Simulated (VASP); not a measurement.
# Ru (Fm-3m) in VASP: notebook

The runs below take Ru through single point, with r2SCAN.

Program: VASP 6.6.1. These are calculated values, not measurements. Logs are shortened: lines on timing, memory, paths and dates and some standing lists are left out, and cuts for length are marked.

### 1 The cell of the first run

The structure is cubic, space group Fm-3m (No. 225). The conventional cell has a = 3.786 Å, b = 3.786 Å, c = 3.786 Å, α = 90.00°, β = 90.00°, γ = 90.00°. Ru (site symmetry m-3m) has 12 Ru at 2.68 Å within 3.5 Å.

This isn't the form of Ru at room conditions, which is hcp.

### 2 Single point, r2SCAN, collinear spin, ferromagnetic start

POSCAR

```
Ru
1.0
    0.0000000000      1.8927978216      1.8927978216
    1.8927978216      0.0000000000      1.8927978216
    1.8927978216      1.8927978216      0.0000000000
Ru
1
Direct
    0.0000000000      0.0000000000      0.0000000000
```

INCAR.step1

```
SYSTEM = Ru
ALGO = Normal
EDIFF = 1E-4
ENCUT = 520
GGA = PE
ISMEAR = -1
ISPIN = 2
LASPH = .True.
LCHARG = .False.
LMAXMIX = 4
LREAL = .False.
LWAVE = .True.
MAGMOM = 1
NBANDS = 17
NELM = 150
PREC = Accurate
SIGMA = 0.05
```

INCAR.step2

```
SYSTEM = Ru
ALGO = Normal
EDIFF = 1E-6
ENCUT = 520
ISIF = 2
ISMEAR = -1
ISPIN = 2
ISTART = 1
LASPH = .True.
LCHARG = .False.
LMAXMIX = 4
LMIXTAU = .True.
LORBIT = 11
LREAL = .False.
LWAVE = .False.
MAGMOM = 1
METAGGA = R2SCAN
NBANDS = 17
NELM = 150
PREC = Accurate
SIGMA = 0.05
```

KPOINTS

```
k-points
0
Gamma
  23 23 23
  0 0 0
```

Potentials or basis: VASP PAW PBE potentials, release 64 (Ru_pv).

The run is started by

```sh
$ cat potpaw_PBE.64/Ru_pv/POTCAR > POTCAR
$ cp INCAR.step1 INCAR
$ mpirun -np 1 vasp_std > vasp.out
$ cp INCAR.step2 INCAR
$ mpirun -np 1 vasp_std > vasp.out
```

OUTCAR:

```text
SYSTEM = Ru
   EDIFF = 1E-6
   ENCUT = 520
   ISIF = 2
   ISMEAR = -1
   ISPIN = 2
   ISTART = 1
   LASPH = .True.
   LORBIT = 11
   LREAL = .False.
   METAGGA = R2SCAN
   NELM = 150
   PREC = Accurate

 ion  position               nearest neighbor table
   1  0.000  0.000  0.000-

  LATTYP: Found a face centered cubic cell.
 ALAT       =     3.7855956432

  Lattice vectors:

 A1 = (   0.0000000000,   1.8927978216,   1.8927978216)
 A2 = (   1.8927978216,   0.0000000000,   1.8927978216)
 A3 = (   1.8927978216,   1.8927978216,   0.0000000000)

Analysis of symmetry for initial positions (statically):
=====================================================================
 Subroutine PRICEL returns:
 Original cell was already a primitive cell.

 Routine SETGRP: Setting up the symmetry group for a
 face centered cubic supercell.

 Subroutine GETGRP returns: Found 48 space group operations
 (whereof 48 operations were pure point group operations)
 out of a pool of 48 trial point group operations.

The static configuration has the point symmetry O_h .

Analysis of symmetry for dynamics (positions and initial velocities):
=====================================================================
 Subroutine PRICEL returns:
 Original cell was already a primitive cell.

 Routine SETGRP: Setting up the symmetry group for a
 face centered cubic supercell.

 Subroutine GETGRP returns: Found 48 space group operations
 (whereof 48 operations were pure point group operations)
 out of a pool of 48 trial point group operations.

The dynamic configuration has the point symmetry O_h .

Analysis of structural, dynamic, and magnetic symmetry:
=====================================================================
 Subroutine PRICEL returns:
 Original cell was already a primitive cell.

 Routine SETGRP: Setting up the symmetry group for a
 face centered cubic supercell.

 Subroutine GETGRP returns: Found 48 space group operations
 (whereof 48 operations were pure point group operations)
 out of a pool of 48 trial point group operations.

The overall configuration has the point symmetry O_h .

 Subroutine INISYM returns: Found 48 space group operations
 (whereof 48 operations are pure point group operations),
 and found     1 'primitive' translations

----------------------------------------------------------------------------------------

                                     Primitive cell

  volume of cell :      13.5626

  direct lattice vectors                    reciprocal lattice vectors
     0.000000000  1.892797822  1.892797822    -0.264159222  0.264159222  0.264159222
     1.892797822  0.000000000  1.892797822     0.264159222 -0.264159222  0.264159222
     1.892797822  1.892797822  0.000000000     0.264159222  0.264159222 -0.264159222

  length of vectors
     2.676820350  2.676820350  2.676820350     0.457537194  0.457537194  0.457537194

  position of ions in fractional coordinates (direct lattice)
     0.000000000  0.000000000  0.000000000

  ion indices of the primitive-cell ions
   primitive index   ion index
                 1           1

----------------------------------------------------------------------------------------

 KPOINTS: k-points

Automatic generation of k-mesh.
 Grid dimensions read from file:
 generate k-points for:   23   23   23

 Generating k-lattice:

  Cartesian coordinates                     Fractional coordinates (reciprocal lattice)
    -0.011485184  0.011485184  0.011485184     0.043478261  0.000000000  0.000000000
     0.011485184 -0.011485184  0.011485184     0.000000000  0.043478261  0.000000000
     0.011485184  0.011485184 -0.011485184     0.000000000  0.000000000  0.043478261

  Length of vectors
     0.019892921  0.019892921  0.019892921

  Shift w.r.t. Gamma in fractional coordinates (k-lattice)
     0.000000000  0.000000000  0.000000000

 Subroutine IBZKPT returns following result:
 ===========================================

 Found    364 irreducible k-points:

 Following reciprocal coordinates:
            Coordinates               Weight
  0.000000  0.000000  0.000000      1.000000
  0.043478  0.000000  0.000000      8.000000
  0.086957  0.000000  0.000000      8.000000
  0.130435  0.000000  0.000000      8.000000
  0.173913  0.000000  0.000000      8.000000
  0.217391  0.000000  0.000000      8.000000
[... 16 lines left out ...]
  0.478261  0.043478  0.000000     24.000000
 -0.478261  0.043478  0.000000     24.000000
 [... further k-points ...]
   k-points           NKPTS =    364   k-points in BZ     NKDIM =    364   number of bands    NBANDS=     17
   number of dos      NEDOS =    301   number of ions     NIONS =      1
   total plane-waves  NPLWV =   8000
   dimension x,y,z NGX =    20 NGY =   20 NGZ =   20
   dimension x,y,z NGXF=    40 NGYF=   40 NGZF=   40
   ions per type =               1
   NGX,Y,Z   is equivalent  to a cutoff of  12.42, 12.42, 12.42 a.u.
   NGXF,Y,Z  is equivalent  to a cutoff of  24.84, 24.84, 24.84 a.u.
 SYSTEM =  Ru
   PREC   = accura    normal or accurate (medium, high low for compatibility)
   ISTART =      1    job   : 0-new  1-cont  2-samecut
   ICHARG =      0    charge: 1-file 2-atom 10-const
   ISPIN  =      2    spin polarized calculation?
   LNONCOLLINEAR =      F non collinear calculations
   LSORBIT =      F    spin-orbit coupling
   LASPH  =      T    aspherical Exc in radial PAW
   ENCUT  =  520.0 eV  38.22 Ry    6.18 a.u.   4.98  4.98  4.98*2*pi/ulx,y,z
   NELM   =    150;   NELMIN=  2; NELMDL=  0     # of ELM steps
   EDIFF  = 0.1E-05   stopping-criterion for ELM
   LREAL  =      F    real-space projection
   EDIFFG = 0.1E-04   stopping-criterion for IOM
   NSW    =      0    number of steps for IOM
   IBRION =     -1    ionic relax: 0-MD 1-quasi-New 2-CG
   NFREE  =      0    steps in history (QN), initial steepest desc. (CG)
   ISIF   =      2    stress and relaxation
   ISYM   =      2    0-nonsym 1-usesym 2-fastsym
   POTIM  = 0.5000    time-step for ionic-motion
   TEBEG  =    0.0;   TEEND  =   0.0 temperature during run
   PSTRESS=    0.0 pullay stress
   NELECT =      14.0000    total number of electrons
   NUPDOWN=      -1.0000    fix difference up-down
   EMIN   =  10.00;   EMAX   =-10.00  energy-range for DOS
   EFERMI =   0.00;   METHOD = LEGACY
   ISMEAR =    -1;   SIGMA  =   0.05  broadening in eV -4-tet -1-fermi 0-gaus
   EFERMI_NEDOS =   21; number of points for ismear=-14 and -15
   IALGO  =     38    algorithm
   IMIX   =      4    mixing-type and parameters
     AMIX     =   0.40;   BMIX     =  1.00
     AMIX_MAG =   1.60;   BMIX_MAG =  1.00
  volume/ion in A,a.u.               =      13.56        91.52
  Fermi-wavevector in a.u.,A,eV,Ry     =   1.654512  3.126575 37.244729  2.737410
  Thomas-Fermi vector in A             =   2.742767
   LORBIT       =     11    0 simple, 1 ext, 2 COOP (PROOUT), +10 PAW based schemes
   METAGGA = R2SCAN    functional components
   LHFCALC =     F    Hartree Fock is set to
   AEXX    =    0.0000 exact exchange contribution
   IVDW    =     0    specifies the selected vdW correction
   LEPSILON=     F    determine dielectric tensor
   LRPA    =     F    only Hartree local field effects (RPA)
 spin polarized calculation
  energy-cutoff  :      520.00
  volume of cell :       13.56
 maximum number of plane-waves:       378
   NGX =  9   NGY =  9   NGZ =  9

 number of electron      14.0000005 magnetization      -0.0000253

 number of electron      14.0000005 magnetization       0.0000002

 Free energy of the ion-electron system (eV)
  ---------------------------------------------------
  ext. energy  EPLUGINS =         0.00000000
  ---------------------------------------------------
  free energy    TOTEN  =       -25.30946254 eV

  energy without entropy =      -25.30079849  energy(sigma->0) =      -25.30513051

 E-fermi :  12.6706     XC(G=0): -15.4105

 val. band max:       12.6685941653   @ k =  -0.3913   0.3478   0.0000
 cond. band min:      12.6770518195   @ k =  -0.3478   0.3913   0.0435
 fundamental gap:      0.0084576542
 Fermi energy:        12.6706397111

 spin component 1

 k-point     1 :       0.0000    0.0000    0.0000
  band No.  band energies     occupation
      1     -31.1141      1.00000
      2     -31.1141      1.00000
      3     -31.1141      1.00000
      4       4.3890      1.00000
      5       9.9701      1.00000
      6       9.9701      1.00000
[... 9 lines left out ...]
     16      47.9338      0.00000
     17      47.9338      0.00000

 k-point     2 :       0.0435    0.0000    0.0000
  band No.  band energies     occupation
      1     -31.1367      1.00000
      2     -31.1171      1.00000
      3     -31.1171      1.00000
      4       4.4747      1.00000
      5       9.9239      1.00000
      6      10.0064      1.00000
[... 9 lines left out ...]
     16      47.3306      0.00000
     17      47.6415      0.00000

 k-point     3 :       0.0870    0.0000    0.0000
  band No.  band energies     occupation
      1     -31.2026      1.00000
      2     -31.1256      1.00000
      3     -31.1256      1.00000
      4       4.7244      1.00000
      5       9.7992      1.00000
      6      10.1070      1.00000
[... 392 lines left out ...]
 k-point    23 :       0.4783    0.0435    0.0000
  band No.  band energies     occupation
      1     -32.2485      1.00000
      2     -31.2786      1.00000
      3     -31.2738      1.00000
      4       6.3740      1.00000
      5       9.7709      1.00000
      6       9.9143      1.00000
[... 9 lines left out ...]
     16      43.8165      0.00000
     17      46.4374      0.00000

 k-point    24 :      -0.4783    0.0435    0.0000
  band No.  band energies     occupation
      1     -32.2618      1.00000
      2     -31.2845      1.00000
      3     -31.2717      1.00000
      4       6.3594      1.00000
      5       9.7626      1.00000
      6       9.8878      1.00000
[... 9 lines left out ...]
     16      43.7910      0.00000
     17      47.0111      0.00000

 [... further k-points ...]

 spin component 2

 k-point     1 :       0.0000    0.0000    0.0000
  band No.  band energies     occupation
      1     -31.1141      1.00000
      2     -31.1141      1.00000
      3     -31.1141      1.00000
      4       4.3890      1.00000
      5       9.9701      1.00000
      6       9.9701      1.00000
[... 9 lines left out ...]
     16      47.9338      0.00000
     17      47.9338      0.00000

 k-point     2 :       0.0435    0.0000    0.0000
  band No.  band energies     occupation
      1     -31.1367      1.00000
      2     -31.1171      1.00000
      3     -31.1171      1.00000
      4       4.4747      1.00000
      5       9.9239      1.00000
      6      10.0064      1.00000
[... 9 lines left out ...]
     16      47.3306      0.00000
     17      47.6415      0.00000

 k-point     3 :       0.0870    0.0000    0.0000
  band No.  band energies     occupation
      1     -31.2026      1.00000
      2     -31.1256      1.00000
      3     -31.1256      1.00000
      4       4.7244      1.00000
      5       9.7992      1.00000
      6      10.1070      1.00000
[... 392 lines left out ...]
 k-point    23 :       0.4783    0.0435    0.0000
  band No.  band energies     occupation
      1     -32.2485      1.00000
      2     -31.2786      1.00000
      3     -31.2738      1.00000
      4       6.3740      1.00000
      5       9.7709      1.00000
      6       9.9143      1.00000
[... 9 lines left out ...]
     16      43.8165      0.00000
     17      46.4374      0.00000

 k-point    24 :      -0.4783    0.0435    0.0000
  band No.  band energies     occupation
      1     -32.2618      1.00000
      2     -31.2845      1.00000
      3     -31.2717      1.00000
      4       6.3594      1.00000
      5       9.7626      1.00000
      6       9.8878      1.00000
[... 9 lines left out ...]
     16      43.7910      0.00000
     17      47.0111      0.00000

 [... further k-points ...]

------------------------ aborting loop because EDIFF is reached ----------------------------------------

  FORCE on cell =-STRESS in cart. coord.  units (eV):
  Direction    XX          YY          ZZ          XY          YZ          ZX
  --------------------------------------------------------------------------------------
  -------------------------------------------------------------------------------------
  Total        0.1104554      0.1104554      0.1104554      0.0000000      0.0000000      0.0000000
  in kB       13.0483335     13.0483335     13.0483335      0.0000000      0.0000000      0.0000000
  external PRESSURE =      13.0483335 kB  Pullay stress =       0.0000000 kB

 VOLUME and BASIS-vectors are now :
 -----------------------------------------------------------------------------
  energy-cutoff  :      520.00
  volume of cell :       13.56
      direct lattice vectors                 reciprocal lattice vectors
     0.000000000  1.892797822  1.892797822    -0.264159222  0.264159222  0.264159222
     1.892797822  0.000000000  1.892797822     0.264159222 -0.264159222  0.264159222
     1.892797822  1.892797822  0.000000000     0.264159222  0.264159222 -0.264159222

 POSITION                                       TOTAL-FORCE (eV/Angst)
 -----------------------------------------------------------------------------------
      0.00000      0.00000      0.00000        -0.000000      0.000000     -0.000000
 -----------------------------------------------------------------------------------
    total drift:                               -0.000000     -0.000000     -0.000000

  FREE ENERGIE OF THE ION-ELECTRON SYSTEM (eV)
  ---------------------------------------------------
  free  energy   TOTEN  =       -25.3094625387 eV

  energy  without entropy=      -25.3007984896  energy(sigma->0) =      -25.30513051

 total charge

# of ion       s       p       d       tot
------------------------------------------
    1        0.412   6.310   5.958  12.679

 magnetization (x)

# of ion       s       p       d       tot
------------------------------------------
    1        0.000   0.000   0.000   0.000
```

Run time: 6.4 min. Hardware: 1 thread of Oxide Virtual Turin-like, shared host; peak memory 0.19 GiB.

What came out:

```
Free energy                                           : -25.3095 eV
Pressure                                              : 1.3 GPa
Band gap on the k mesh                                : zero (filled and empty bands overlap)
Net moment                                            : 0.00 μB per cell
Valence electrons inside the program's atomic spheres : Ru 12.68
```

Levels at points of the mesh, in eV from the Fermi level:
Spin up:
```tsv
k point	band 5	band 6	band 7	band 8	band 9	band 10
(0.00, 0.00, 0.00)	-2.70	-2.70	-2.70	-0.16	-0.16	8.51
```
Spin down:
```csv
k point,band 5,band 6,band 7,band 8,band 9,band 10
"(0.00, 0.00, 0.00)",-2.70,-2.70,-2.70,-0.16,-0.16,8.51
```

Caveat: an empty level that is flat over the whole mesh can mark a ghost state of the potentials, or a narrow d or f band; the PAW data sets were made with another functional, which shifts forces and pressure a little.

### 3 Single point, r2SCAN, collinear spin, ferromagnetic start (13.56 Å³/atom)

POSCAR is that of step 2.

INCAR.step1

```
ALGO = Normal
EDIFF = 1E-4
ENCUT = 520
GGA = PE
ISMEAR = -1
ISPIN = 2
LASPH = T
LCHARG = F
LMAXMIX = 4
LREAL = F
LWAVE = T
MAGMOM = 1
NBANDS = 17
NELM = 150
PREC = Accurate
SIGMA = 0.05
```

INCAR.step2

```
ALGO = Normal
EDIFF = 1E-6
ENCUT = 520
ISIF = 2
ISMEAR = -1
ISPIN = 2
ISTART = 1
LASPH = T
LCHARG = F
LMAXMIX = 4
LMIXTAU = T
LORBIT = 11
LREAL = F
LWAVE = F
MAGMOM = 1
METAGGA = R2SCAN
NBANDS = 17
NELM = 150
PREC = Accurate
SIGMA = 0.05
```

KPOINTS

```
k-points
0
Gamma
  23 23 23
```

Potentials or basis: VASP PAW PBE potentials, release 64 (Ru_pv).

The run is started by

```sh
$ cat potpaw_PBE.64/Ru_pv/POTCAR > POTCAR
$ cp INCAR.step1 INCAR
$ mpirun -np 1 vasp_std > vasp.out
$ cp INCAR.step2 INCAR
$ mpirun -np 1 vasp_std > vasp.out
```

Wall time 7.7 min (1 thread of Oxide Virtual Turin-like, shared host); peak memory 0.2 GiB.

It converged, with:

- Free energy: -25.3095 eV
- Pressure: 1.3 GPa
- Band gap on the k mesh: zero (filled and empty bands overlap)
- Net moment: 0.00 μB per cell
- Valence electrons inside the program's atomic spheres: Ru 12.68

Levels at points of the mesh, in eV from the Fermi level:
Spin up:
```tsv
k point	band 5	band 6	band 7	band 8	band 9	band 10
(0.00, 0.00, 0.00)	-2.70	-2.70	-2.70	-0.16	-0.16	8.51
```
Spin down:
```
           k point  band 4  band 5  band 6  band 7  band 8  band 9  band 10  band 11
(0.00, 0.00, 0.00)   -8.28   -2.70   -2.70   -2.70   -0.16   -0.16     8.51    15.70
```

Caveat: an empty level that is flat over the whole mesh can mark a ghost state of the potentials, or a narrow d or f band; the PAW data sets were made with another functional, which shifts forces and pressure a little.

[end of part 1 of 2]
